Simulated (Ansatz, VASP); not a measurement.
# PtSe in VASP and in Ansatz

Contents of INCAR:

```
SYSTEM = PtSe
PREC = Accurate ; ENCUT = 520
EDIFF = 1E-6 ; ISMEAR = 0
SIGMA = 0.05 ; LREAL = .False.
LASPH = .True. ; NELM = 150
ALGO = Normal ; ISIF = 2
LWAVE = .False. ; LCHARG = .False.
ISPIN = 2 ; MAGMOM = 0.05 0
LORBIT = 11 ; LMAXMIX = 4
GGA = PS ; NBANDS = 19
```

Contents of KPOINTS:

```
Automatic mesh
0
Gamma
  10 10 10
  0 0 0
```

POSCAR

```
PtSe
1.0
    0.0000000000      2.5883995220      2.5883995220
    2.5883995220      0.0000000000      2.5883995220
    2.5883995220      2.5883995220      0.0000000000
Pt Se
1 1
Direct
    0.5000000000      0.5000000000      0.5000000000
    0.0000000000      0.0000000000      0.0000000000
```

Input for Ansatz:

```yaml
crystal:
  lattice:
    - [0.0, 2.588399522, 2.588399522]
    - [2.588399522, 0.0, 2.588399522]
    - [2.588399522, 2.588399522, 0.0]
  atoms:
    - { symbol: Pt, position: [0.5, 0.5, 0.5], spin: 0.05 }
    - { symbol: Se, position: [0.0, 0.0, 0.0] }
basis:
  ecutwfc: 420
  ecutrho_ratio: 4
kpoints:
  mp_grid: { grid: [10, 10, 10] }
hamiltonian:
  xc: pbesol
scf:
  occupations: { method: gaussian, width: 0.05 }
output:
  forces: true
  stress: true
  eigenvalues: true
  populations: true
magnetization:
  spin_polarized: true
```

Alike in both runs: task single point; functional PBEsol; k mesh 10 × 10 × 10; occupations gaussian, width 0.05 eV; collinear spin.

```csv
,VASP,Ansatz
version,VASP 6.6.1,Ansatz 0.2.0
potentials or method,"VASP PAW PBE potentials, release 64 (Pt, Se), cutoff 520 eV","scalar-relativistic, plane waves, PAW"
valence electrons in the cell,16,34
```

Ansatz gave:

| Property | Result |
| --- | --- |
| gap on the k mesh at the Fermi level (eV) | none |
| pressure (GPa) | 3.2 |
| net moment per atom (μB) | 0.00 |

What did VASP give for the same quantities?

gap on the k mesh at the Fermi level (eV): none; pressure (GPa): 3.3; net moment per atom (μB): 0.00.

VASP's potentials were made for PBE, not for PBEsol. A gap of «none» marks a metal or a gap that the smearing closes. With one functional, cell and mesh, what is left measures potentials, basis and numerics. VASP's potentials hold 16 valence electrons a cell and Ansatz's 34, so a difference there can come from the potentials and not from the codes. Ansatz's warnings: seeded moment not kept.

Spin-orbit coupling is off throughout.
